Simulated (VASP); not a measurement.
Write the native input for VASP 6.6.1 that does the following.

| Property | Result |
| --- | --- |
| Task | single point |
| Functional | PBE |
| Potentials or basis | VASP PAW PBE potentials, release 64 (Ti_sv, W_sv) |
| Cutoff | 520 eV |
| k mesh | 8 × 4 × 2 |
| Occupations | gaussian, width 0.2 eV |
| Spin | no spin polarisation |
| Dipole correction | no |
| Further INCAR settings | ALGO = Fast; EDIFF = 1e-06; NBANDS = 77 |

The structure of Ti2W3 lies in POSCAR:

```
Ti2W3
1.0
    1.5862529000     -2.2742908000      0.0000000000
    4.7587587000      2.2742908000      0.0000000000
    1.5862529000      0.0000000000     11.3997811000
Ti W
4 6
Direct
    0.4022710000      0.4022710000      0.3909160000
    0.9022710000      0.9022710000      0.3909160000
    0.0977290000      0.0977290000      0.6090840000
    0.5977290000      0.5977290000      0.6090840000
    0.0000000000      0.0000000000      0.0000000000
    0.5000000000      0.5000000000      0.0000000000
    0.2011665000      0.2011665000      0.1953340000
    0.7011665000      0.7011665000      0.1953340000
    0.2988335000      0.2988335000      0.8046660000
    0.7988335000      0.7988335000      0.8046660000
```

One way to write it, as run:

INCAR

```
SYSTEM = Ti2W3
ALGO = Fast ; EDIFF = 1E-6
ENCUT = 520 ; GGA = PE
ISIF = 2 ; ISMEAR = 0
LASPH = .TRUE. ; LCHARG = .FALSE.
LREAL = .FALSE. ; LWAVE = .FALSE.
NBANDS = 77 ; NELM = 100
PREC = Accurate ; SIGMA = 0.2
```

KPOINTS

```
k-points
0
G
  8 4 2
  0 0 0
```

Potentials or basis: VASP PAW PBE potentials, release 64 (Ti_sv, W_sv).

Launch:

```sh
$ cat potpaw_PBE.64/Ti_sv/POTCAR potpaw_PBE.64/W_sv/POTCAR > POTCAR
$ mpirun -np 1 vasp_std > vasp.out
```

Results of the run:

- Pressure: 0.3 GPa
- Largest force: 0.057 eV/Å
- Band gap on the k mesh: zero (bands 66 and 67 overlap by 0.70 eV)

Caveat: spin-orbit coupling is left out, which moves the levels of the heavy elements.

It took 51 min on 1 thread of AMD EPYC 9755 128-Core Processor, with other jobs on the host, peak memory 0.47 GiB.
